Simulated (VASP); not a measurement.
**ZnCd2N2: single point with r2SCAN**

ZnCd2N2:

```
Cd Zn N
1.0
     3.40066   -1.97148    0.00000
     3.40066    1.97148    0.00000
    -2.27457    0.00000    6.53110
Cd Zn N
2 1 2
Direct
  0.71904 0.71508 0.17391
  0.29202 0.27096 0.83094
  0.50972 0.48411 0.49272
  0.58462 0.60669 0.78786
  0.40731 0.39966 0.21976
```

| Property | Result |
| --- | --- |
| Program | VASP 6.6.1 |
| Task | single point |
| Functional | r2SCAN |
| Potentials or basis | VASP PAW PBE potentials, release 64 (Cd, Zn, N) |
| Cutoff | 520 eV |
| k mesh | 6 × 6 × 3 |
| Occupations | gaussian, width 0.05 eV |
| Spin | no spin polarisation |

```yaml
Pressure: -2.4 GPa
Largest_force: 2.307 eV/Å
Band_gap_on_the_k_mesh: zero (bands 23 and 24 overlap by 0.24 eV)
```

Forces on the atoms (eV/Å):
```
Cd   0.274 -0.066 -0.159
Cd  -0.196  0.368 -0.108
Zn  -0.017  0.169  2.301
N    0.118 -0.460 -0.942
N   -0.180 -0.010 -1.092
```

Stress tensor (GPa, compression positive):
```
-1.22  1.00  0.00
 1.00 -3.33 -0.02
 0.00 -0.02 -2.66
```

Levels at points of the mesh, in eV from the Fermi level:
```
           k point  band 21  band 22  band 23  band 24  band 25  band 26
(0.00, 0.00, 0.00)    -0.64    -0.58    -0.44    -0.24     2.27     5.07
(0.50, 0.00, 0.00)    -1.79    -1.66    -1.52     2.14     2.42     4.85
(0.00, 0.50, 0.00)    -1.80    -1.75    -1.52     2.18     2.52     4.88
(0.50, 0.50, 0.00)    -2.46    -2.31    -0.99     2.44     2.99     4.28
```

Wall time 4.7 min on 1 thread of Intel(R) Xeon(R) 6975P-C (Granite Rapids), on a shared host, peak memory 0.31 GiB.

Caveat: semilocal functionals underestimate gaps, and a narrow one can read as zero; the PAW data sets were made with another functional, which shifts forces and pressure a little.
